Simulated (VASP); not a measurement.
Write the native input for VASP 6.6.1 that does the following.

```yaml
Task: relaxation of cell and atoms
Functional: PBE
Potentials_or_basis: VASP PAW PBE potentials, release 64 (Se, O)
Cutoff: 600 eV
k_mesh: 6 × 6 × 4
Occupations: gaussian, width 0.1 eV
Spin: collinear spin, ferromagnetic start
Starting_moments: "[0.0, 0.69] μB"
Dipole_correction: no
Further_INCAR_settings: ALGO = Normal; EDIFF = 1e-06; IBRION = 2; EDIFFG = -0.04; NSW = 90; ISIF = 3
```

The structure of SeO lies in POSCAR:

```
SeO
1.0
    2.9958230239      0.0000000000      0.0000000000
    0.0000000000      2.9958230239      0.0000000000
    0.0000000000      0.0000000000      3.9266680349
Se O
1 1
Direct
    0.5000000000      0.5000000000      0.5000000000
    0.0000000000      0.0000000000      0.0000000000
```

One way to write it, as run:

INCAR

```
PREC = Accurate
ENCUT = 600
EDIFF = 1E-6
ISMEAR = 0
SIGMA = 0.1
LREAL = F
LASPH = T
NELM = 150
ALGO = Normal
ISIF = 3
LWAVE = F
LCHARG = F
ISPIN = 2
MAGMOM = 0 0.69
LORBIT = 11
GGA = PE
IBRION = 2
NSW = 90
EDIFFG = -0.04
```

KPOINTS

```
Automatic mesh
0
Gamma
  6 6 4
```

Potentials or basis: VASP PAW PBE potentials, release 64 (Se, O).

Run with:

```console
$ cat potpaw_PBE.64/Se/POTCAR potpaw_PBE.64/O/POTCAR > POTCAR
$ mpirun -np 1 vasp_std > vasp.out
```

Results of the run:

| Item | Value |
| --- | --- |
| Relaxed volume | 12.41 Å³/atom |
| Relaxed cell | a = 2.875 Å, b = 2.875 Å, c = 3.003 Å, α = 90.00°, β = 90.00°, γ = 90.00° |
| Space group after relaxing (to 0.1 Å) | P4/mmm (No. 123) |
| Energy gained by relaxing | 507.1 meV/atom |
| Ionic steps | 11 |
| Pressure after relaxing | 0.0 GPa |
| Band gap on the k mesh | zero (filled and empty bands overlap) |
| Net moment | 0.00 μB per cell |
| Valence electrons inside the program's atomic spheres | Se 3.49; O 4.79 |

Caveat: the k points lie up to 0.52 Å⁻¹ apart in the final cell, too coarse for converged energies and pressures of a metal; the volume moved by over 15 % at a fixed basis, so the end points are rough.

Run time: 68 s on 1 thread of Intel(R) Xeon(R) 6975P-C (Granite Rapids), on a shared host, peak memory 0.19 GiB.
